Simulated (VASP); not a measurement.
A run of VASP 6.6.1 is set up as follows.

The input INCAR:

```
PREC = Accurate
ENCUT = 520
EDIFF = 1E-7
ISMEAR = 0
SIGMA = 0.15
LREAL = False
LASPH = True
NELM = 80
ALGO = Normal
ISIF = 2
LWAVE = False
LCHARG = False
GGA = CA
NBANDS = 11
```

File KPOINTS:

```
Automatic mesh
0
Gamma
  24 24 10
```

File POSCAR:

```
Si
1.0
    2.7322169471      0.0000000000      0.0000000000
   -1.3661084736      2.3661692849      0.0000000000
    0.0000000000      0.0000000000      4.3936125382
Si
2
Direct
    0.3333333333      0.6666666667      0.2500000000
    0.6666666667      0.3333333333      0.7500000000
```

Potentials or basis: VASP PAW LDA potentials, release 64 (Si).

Run with:

```sh
$ cat potpaw_LDA.64/Si/POTCAR > POTCAR
$ mpirun -np 1 vasp_std > vasp.out
```

Question: Estimate the pressure.

Answer: -2.4 GPa.

Question: Predict the band gap on the k mesh.

Answer: Zero (band 4 reaches 18.35 eV, above the bottom of band 5 at 6.52 eV).

Stress tensor (GPa, compression positive):
```
-3.16  0.00  0.00
 0.00 -3.16  0.00
 0.00  0.00 -0.89
```

Caveat: the cell differs from its parent crystal (strain +0.025 along x and y, -0.025 along z).
